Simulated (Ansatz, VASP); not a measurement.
## Ta2N: VASP beside Ansatz

The input INCAR:

```
SYSTEM = Ta2N
  ALGO = Normal
  EDIFF = 1E-6
  ENCUT = 520
  GGA = PS
  ISIF = 2
  ISMEAR = 0
  LASPH = .TRUE.
  LCHARG = .FALSE.
  LREAL = .FALSE.
  LWAVE = .FALSE.
  NBANDS = 20
  NELM = 60
  PREC = Accurate
  SIGMA = 0.15
```

Contents of KPOINTS:

```
k-points
0
G
  15 15 8
  0 0 0
```

POSCAR

```
Ta2N
1.0
    3.0782595490      0.0000000000      0.0000000000
   -1.5391297745      2.6658509688      0.0000000000
    0.0000000000      0.0000000000      4.4862576314
Ta N
2 1
Direct
    0.6666666667      0.3333333333      0.7463700642
    0.3333333333      0.6666666667      0.2536299358
    0.0000000000      0.0000000000      0.0000000000
```

Input for Ansatz:

```yaml
crystal:
  lattice:
    - [3.078259549, 0.0, 0.0]
    - [-1.5391297745, 2.6658509688, 0.0]
    - [0.0, 0.0, 4.4862576314]
  atoms:
    - { symbol: Ta, position: [0.6666666667, 0.3333333333, 0.7463700642] }
    - { symbol: Ta, position: [0.3333333333, 0.6666666667, 0.2536299358] }
    - { symbol: "N", position: [0.0, 0.0, 0.0] }
basis:
  ecutwfc: 520.0
kpoints:
  mp_grid: { grid: [15, 15, 8] }
hamiltonian:
  xc: pbesol
  pseudopotentials: { kind: paw, azcp: { folder: soft_1 } }
scf:
  occupations: { method: gaussian, width: 0.15 }
output:
  forces: true
  stress: true
  eigenvalues: true
```

Change from the starting cell: engineering shear strain xy +0.0000, normal strain along z -0.0700.

Alike in both runs: task single point; functional PBEsol; k mesh 15 × 15 × 8; occupations gaussian, width 0.15 eV; no spin polarisation.

|  | VASP | Ansatz |
| --- | --- | --- |
| version | VASP 6.6.1 | Ansatz 0.2.0 |
| potentials or method | VASP PAW PBE potentials, release 64 (Ta_pv, N), cutoff 520 eV | scalar-relativistic, plane waves, PAW |
| valence electrons in the cell | 27 | 31 |

```tsv
	VASP	Ansatz	Ansatz less VASP
gap on the k mesh at the Fermi level (eV)	none	none	-
pressure (GPa)	27.2	26.3	-0.92
traceless stress, the component that is largest in VASP (GPa)	13.94	14.02	+0.073
rms of the force components (eV/Å)	0.027	0.062	+0.0344
```

VASP's potentials were made for PBE, not for PBEsol, and Ansatz warns of the same on its side. Atom by atom the forces differ by 0.034 eV/Å (rms over components). A gap of «none» marks a metal or a gap that the smearing closes. With one functional, cell and mesh, what is left measures potentials, basis and numerics. VASP's potentials hold 27 valence electrons a cell and Ansatz's 31, so a difference there can come from the potentials and not from the codes.

Spin-orbit coupling is off throughout.
